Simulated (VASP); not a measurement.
A run of VASP 6.6.1 is set up as follows.

POSCAR

```
Cu
1.0
    2.4608919031      0.0000000000      0.0000000000
   -1.2304459515      2.1311949040      0.0000000000
    0.0000000000      0.0000000000      8.0352937651
Cu
4
Direct
    1.0000000000      1.0000000000      1.0000000000
    1.0000000000      1.0000000000      0.5000000000
    0.3333333333      0.6666666667      0.2500000000
    0.6666666667      0.3333333333      0.7500000000
```

Contents of INCAR.step1:

```
SYSTEM = Cu
ALGO = Normal
EDIFF = 1E-4
ENCUT = 520
GGA = PE
ISMEAR = -1
LASPH = .TRUE.
LCHARG = .FALSE.
LREAL = .FALSE.
LWAVE = .TRUE.
NBANDS = 30
NELM = 60
PREC = Accurate
SIGMA = 0.1
```

Contents of INCAR.step2:

```
SYSTEM = Cu
ALGO = Normal
EDIFF = 1E-6
ENCUT = 520
ISIF = 2
ISMEAR = -1
ISTART = 1
LASPH = .TRUE.
LCHARG = .FALSE.
LMIXTAU = .TRUE.
LREAL = .FALSE.
LWAVE = .FALSE.
METAGGA = R2SCAN
NBANDS = 30
NELM = 60
PREC = Accurate
SIGMA = 0.1
```

File KPOINTS:

```
k-points
0
G
  16 16 5
  0 0 0
```

Potentials or basis: VASP PAW PBE potentials, release 64 (Cu).

The run is started by

```bash
$ cat potpaw_PBE.64/Cu/POTCAR > POTCAR
$ cp INCAR.step1 INCAR
$ mpirun -np 1 vasp_std > vasp.out
$ cp INCAR.step2 INCAR
$ mpirun -np 1 vasp_std > vasp.out
```

Task: Estimate the pressure.

Result: 17.5 GPa.

Task: Estimate the band gap on the k mesh.

Result: Zero (bands 22 and 23 overlap by 5.83 eV).

Caveat: the cell stands under pressure; the PAW data sets were made with another functional, which shifts forces and pressure a little.
